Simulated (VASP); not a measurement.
# TaN (P-62m) in VASP: a series of runs

The runs below take TaN through single point, with LDA.

Everything below comes from runs of VASP 6.6.1. Logs are shortened: lines on timing, memory, paths and dates and some standing lists are left out, and cuts for length are marked.

**1. The cell of the first run**

It takes space group P-62m (No. 189, hexagonal). Conventional cell: a = 5.196 Å, b = 5.196 Å, c = 2.911 Å, α = 90.00°, β = 90.00°, γ = 120.00°. Ta (site symmetry -6) has 6 N at 2.16 Å within 2.9 Å. Within 2.7 Å of Ta (site symmetry -62m) lie 3 N at 2.04 Å. N (site symmetry m2m) has 5 Ta at 2.04 to 2.16 Å within 2.7 Å.

**2. Single point, LDA**

INCAR

```
PREC = Accurate
ENCUT = 600
EDIFF = 1E-6
ISMEAR = 0
SIGMA = 0.1
LREAL = F
LASPH = T
NELM = 120
ALGO = Normal
ISIF = 2
LWAVE = F
LCHARG = F
NBANDS = 36
GGA_COMPAT = F
```

KPOINTS

```
Automatic mesh
0
Gamma
  5 5 8
```

POSCAR

```
TaN
1.0
    5.1960000000      0.0000000000      0.0000000000
   -2.5980000000      4.4998679981      0.0000000000
    0.0000000000      0.0000000000      2.9110000000
Ta N
3 3
Direct
    0.3333333333      0.6666666667      0.5000000000
    0.6666666667      0.3333333333      0.5000000000
    0.0000000000      0.0000000000      0.0000000000
    0.3928500000      0.0000000000      0.0000000000
    0.6071500000      0.6071500000      0.0000000000
    0.0000000000      0.3928500000      0.0000000000
```

Potentials or basis: VASP PAW LDA potentials, release 64 (Ta_sv_GW, N).

Launch:

```console
$ cat potpaw_LDA.64/Ta_sv_GW/POTCAR potpaw_LDA.64/N/POTCAR > POTCAR
$ mpirun -np 1 vasp_std > vasp.out
```

OUTCAR:

```text
PREC = Accurate
   ENCUT = 600
   EDIFF = 1E-6
   ISMEAR = 0
   LREAL = F
   LASPH = T
   NELM = 120
   ISIF = 2

 ion  position               nearest neighbor table
   1  0.333  0.667  0.500-   4 2.16   4 2.16   6 2.16   6 2.16   5 2.16   5 2.16   2 3.00   2 3.00
                             2 3.00
   2  0.667  0.333  0.500-   6 2.16   6 2.16   4 2.16   4 2.16   5 2.16   5 2.16   1 3.00   1 3.00
                             1 3.00
   3  0.000  0.000  0.000-   4 2.04   5 2.04   6 2.04
   4  0.393  0.000  0.000-   3 2.04   1 2.16   1 2.16   2 2.16   2 2.16
   5  0.607  0.607  0.000-   3 2.04   1 2.16   1 2.16   2 2.16   2 2.16
   6  0.000  0.393  0.000-   3 2.04   2 2.16   2 2.16   1 2.16   1 2.16

  LATTYP: Found a hexagonal cell.
 ALAT       =     5.1960000000
 C/A-ratio  =     0.5602386451

  Lattice vectors:

 A1 = (   5.1960000000,   0.0000000000,   0.0000000000)
 A2 = (  -2.5980000000,   4.4998679981,   0.0000000000)
 A3 = (   0.0000000000,   0.0000000000,   2.9110000000)

Analysis of symmetry for initial positions (statically):
=====================================================================
 Subroutine PRICEL returns:
 Original cell was already a primitive cell.

 Routine SETGRP: Setting up the symmetry group for a
 hexagonal supercell.

 Subroutine GETGRP returns: Found 12 space group operations
 (whereof 12 operations were pure point group operations)
 out of a pool of 24 trial point group operations.

The static configuration has the point symmetry D_3h.

Analysis of symmetry for dynamics (positions and initial velocities):
=====================================================================
 Subroutine PRICEL returns:
 Original cell was already a primitive cell.

 Routine SETGRP: Setting up the symmetry group for a
 hexagonal supercell.

 Subroutine GETGRP returns: Found 12 space group operations
 (whereof 12 operations were pure point group operations)
 out of a pool of 24 trial point group operations.

The dynamic configuration has the point symmetry D_3h.

 Subroutine INISYM returns: Found 12 space group operations
 (whereof 12 operations are pure point group operations),
 and found     1 'primitive' translations

----------------------------------------------------------------------------------------

                                     Primitive cell

  volume of cell :      68.0630

  direct lattice vectors                    reciprocal lattice vectors
     5.196000000  0.000000000  0.000000000     0.192455735  0.111114371  0.000000000
    -2.598000000  4.499867998  0.000000000     0.000000000  0.222228741  0.000000000
     0.000000000  0.000000000  2.911000000     0.000000000  0.000000000  0.343524562

  length of vectors
     5.196000000  5.196000000  2.911000000     0.222228741  0.222228741  0.343524562

  position of ions in fractional coordinates (direct lattice)
     0.333333333  0.666666667  0.500000000
     0.666666667  0.333333333  0.500000000
     0.000000000  0.000000000  0.000000000
     0.392850000  0.000000000  0.000000000
     0.607150000  0.607150000  0.000000000
     0.000000000  0.392850000  0.000000000

  ion indices of the primitive-cell ions
   primitive index   ion index
                 1           1
                 2           2
                 3           3
                 4           4
                 5           5
                 6           6

----------------------------------------------------------------------------------------

 KPOINTS: Automatic mesh

Automatic generation of k-mesh.
 Grid dimensions read from file:
 generate k-points for:    5    5    8

 Generating k-lattice:

  Cartesian coordinates                     Fractional coordinates (reciprocal lattice)
     0.038491147  0.022222874  0.000000000     0.200000000 -0.000000000  0.000000000
     0.000000000  0.044445748  0.000000000     0.000000000  0.200000000  0.000000000
     0.000000000  0.000000000  0.042940570     0.000000000  0.000000000  0.125000000

  Length of vectors
     0.044445748  0.044445748  0.042940570

  Shift w.r.t. Gamma in fractional coordinates (k-lattice)
     0.000000000  0.000000000  0.000000000

 Subroutine IBZKPT returns following result:
 ===========================================

 Found     25 irreducible k-points:

 Following reciprocal coordinates:
            Coordinates               Weight
  0.000000  0.000000  0.000000      1.000000
  0.200000  0.000000  0.000000      6.000000
  0.400000  0.000000  0.000000      6.000000
  0.200000  0.200000  0.000000      6.000000
  0.400000  0.200000  0.000000      6.000000
  0.000000  0.000000  0.125000      2.000000
[... 16 lines left out ...]
  0.400000  0.000000  0.500000      6.000000
  0.200000  0.200000  0.500000      6.000000
   k-points           NKPTS =     25   k-points in BZ     NKDIM =     25   number of bands    NBANDS=     36
   number of dos      NEDOS =    301   number of ions     NIONS =      6
   total plane-waves  NPLWV =  42336
   dimension x,y,z NGX =    42 NGY =   42 NGZ =   24
   dimension x,y,z NGXF=    84 NGYF=   84 NGZF=   48
   ions per type =               3   3
   NGX,Y,Z   is equivalent  to a cutoff of  13.44, 13.44, 13.71 a.u.
   NGXF,Y,Z  is equivalent  to a cutoff of  26.88, 26.88, 27.41 a.u.
 SYSTEM =  unknown system
   PREC   = accura    normal or accurate (medium, high low for compatibility)
   ISTART =      0    job   : 0-new  1-cont  2-samecut
   ICHARG =      2    charge: 1-file 2-atom 10-const
   ISPIN  =      1    spin polarized calculation?
   LNONCOLLINEAR =      F non collinear calculations
   LSORBIT =      F    spin-orbit coupling
   LASPH  =      T    aspherical Exc in radial PAW
   ENCUT  =  600.0 eV  44.10 Ry    6.64 a.u.  10.38 10.38  5.81*2*pi/ulx,y,z
   NELM   =    120;   NELMIN=  2; NELMDL= -5     # of ELM steps
   EDIFF  = 0.1E-05   stopping-criterion for ELM
   LREAL  =      F    real-space projection
   EDIFFG = 0.1E-04   stopping-criterion for IOM
   NSW    =      0    number of steps for IOM
   IBRION =     -1    ionic relax: 0-MD 1-quasi-New 2-CG
   NFREE  =      0    steps in history (QN), initial steepest desc. (CG)
   ISIF   =      2    stress and relaxation
   ISYM   =      2    0-nonsym 1-usesym 2-fastsym
   POTIM  = 0.5000    time-step for ionic-motion
   TEBEG  =    0.0;   TEEND  =   0.0 temperature during run
   PSTRESS=    0.0 pullay stress
   NELECT =      54.0000    total number of electrons
   NUPDOWN=      -1.0000    fix difference up-down
   EMIN   =  10.00;   EMAX   =-10.00  energy-range for DOS
   EFERMI =   0.00;   METHOD = LEGACY
   ISMEAR =     0;   SIGMA  =   0.10  broadening in eV -4-tet -1-fermi 0-gaus
   EFERMI_NEDOS =   21; number of points for ismear=-14 and -15
   IALGO  =     38    algorithm
   IMIX   =      4    mixing-type and parameters
     AMIX     =   0.40;   BMIX     =  1.00
     AMIX_MAG =   1.60;   BMIX_MAG =  1.00
  volume/ion in A,a.u.               =      11.34        76.55
  Fermi-wavevector in a.u.,A,eV,Ry     =   1.515546  2.863966 31.250934  2.296879
  Thomas-Fermi vector in A             =   2.625055
   LORBIT       =      0    0 simple, 1 ext, 2 COOP (PROOUT), +10 PAW based schemes
   GGA     = CA    functional components
   LHFCALC =     F    Hartree Fock is set to
   AEXX    =    0.0000 exact exchange contribution
   IVDW    =     0    specifies the selected vdW correction
   LEPSILON=     F    determine dielectric tensor
   LRPA    =     F    only Hartree local field effects (RPA)
 non-spin polarized calculation
 Gauss-broadening in eV      SIGMA  =   0.10
  energy-cutoff  :      600.00
  volume of cell :       68.06
 maximum number of plane-waves:      2304
 NGX is ok and might be reduce to    42
   NGX = 21   NGY = 21   NGZ = 11

 number of electron      53.9999997 magnetization

 Free energy of the ion-electron system (eV)
  ---------------------------------------------------
  ext. energy  EPLUGINS =         0.00000000
  ---------------------------------------------------
  free energy    TOTEN  =       -81.63419664 eV

  energy without entropy =      -81.62798350  energy(sigma->0) =      -81.63109007

 E-fermi :  12.2035     XC(G=0): -13.6162

 val. band max:       11.9338602646   @ k =   0.2000   0.0000   0.1250
 cond. band min:      12.2485663182   @ k =   0.2000   0.0000   0.2500
 fundamental gap:      0.3147060536
 Fermi energy:        12.2035489744

 k-point     1 :       0.0000    0.0000    0.0000
  band No.  band energies     occupation
      1     -57.0024      2.00000
      2     -56.9561      2.00000
      3     -56.3672      2.00000
      4     -24.0070      2.00000
      5     -24.0070      2.00000
      6     -23.6509      2.00000
[... 28 lines left out ...]
     35      15.1433      0.00000
     36      15.1433      0.00000

 k-point     2 :       0.2000    0.0000    0.0000
  band No.  band energies     occupation
      1     -56.9984      2.00000
      2     -56.9601      2.00000
      3     -56.3673      2.00000
      4     -24.0386      2.00000
      5     -23.9947      2.00000
      6     -23.6272      2.00000
[... 28 lines left out ...]
     35      15.4059      0.00000
     36      15.4307      0.00000

 k-point     3 :       0.4000    0.0000    0.0000
  band No.  band energies     occupation
      1     -56.9893      2.00000
      2     -56.9690      2.00000
      3     -56.3675      2.00000
      4     -24.0806      2.00000
      5     -23.9239      2.00000
      6     -23.6806      2.00000
[... 28 lines left out ...]
     35      15.7853      0.00000
     36      16.0055      0.00000
[... 742 lines left out ...]
 k-point    23 :       0.4000    0.0000    0.5000
  band No.  band energies     occupation
      1     -56.9436      2.00000
      2     -56.9240      2.00000
      3     -56.3273      2.00000
      4     -24.3056      2.00000
      5     -24.1996      2.00000
      6     -23.8835      2.00000
[... 28 lines left out ...]
     35      17.0401      0.00000
     36      17.2944      0.00000

 k-point    24 :       0.2000    0.2000    0.5000
  band No.  band energies     occupation
      1     -56.9457      2.00000
      2     -56.9219      2.00000
      3     -56.3273      2.00000
      4     -24.3101      2.00000
      5     -24.1924      2.00000
      6     -23.8944      2.00000
[... 28 lines left out ...]
     35      16.8733      0.00000
     36      17.2396      0.00000

 [... further k-points ...]
[... 5 lines left out ...]
  --------------------------------------------------------------------------------------
  -------------------------------------------------------------------------------------
  Total       -3.4181069     -3.4181069     -4.5797750      0.0000000     -0.0000000      0.0000000
  in kB      -80.4609406    -80.4609406   -107.8061666      0.0000000     -0.0000000      0.0000000
  external PRESSURE =     -89.5760159 kB  Pullay stress =       0.0000000 kB

 VOLUME and BASIS-vectors are now :
 -----------------------------------------------------------------------------
  energy-cutoff  :      600.00
  volume of cell :       68.06
      direct lattice vectors                 reciprocal lattice vectors
     5.196000000  0.000000000  0.000000000     0.192455735  0.111114371  0.000000000
    -2.598000000  4.499867998  0.000000000     0.000000000  0.222228741  0.000000000
     0.000000000  0.000000000  2.911000000     0.000000000  0.000000000  0.343524562

 POSITION                                       TOTAL-FORCE (eV/Angst)
 -----------------------------------------------------------------------------------
     -0.00000      2.99991      1.45550         0.000000      0.000000      0.000000
      2.59800      1.49996      1.45550         0.000000      0.000000      0.000000
      0.00000      0.00000      0.00000         0.000000      0.000000      0.000000
      2.04125      0.00000      0.00000        -0.067798      0.000000      0.000000
      1.57738      2.73209      0.00000         0.033899      0.058715     -0.000000
     -1.02062      1.76777      0.00000         0.033899     -0.058715      0.000000
 -----------------------------------------------------------------------------------
    total drift:                               -0.000000     -0.000000     -0.000000

  FREE ENERGIE OF THE ION-ELECTRON SYSTEM (eV)
  ---------------------------------------------------
  free  energy   TOTEN  =       -81.6341966434 eV

  energy  without entropy=      -81.6279834987  energy(sigma->0) =      -81.63109007
```

It used 340 s of CPU time on 1 thread of AMD EPYC 7R13 Processor (Zen 3), with other jobs on the host.

What came out:

```yaml
Free_energy: -81.6342 eV
Pressure: -9.0 GPa
Largest_force: 0.068 eV/Å
Band_gap_on_the_k_mesh: zero (band 27 reaches 13.89 eV, above the bottom of band 28 at 10.81 eV)
```

Forces in eV/Å, atoms in the order of the input:
```
Ta   0.000  0.000  0.000
Ta   0.000  0.000  0.000
Ta   0.000  0.000  0.000
N   -0.068  0.000  0.000
N    0.034  0.059  0.000
N    0.034 -0.059  0.000
```

Caveat: spin-orbit coupling is left out, which moves the levels of the heavy elements.

(Part 1 of 2 ends here.)
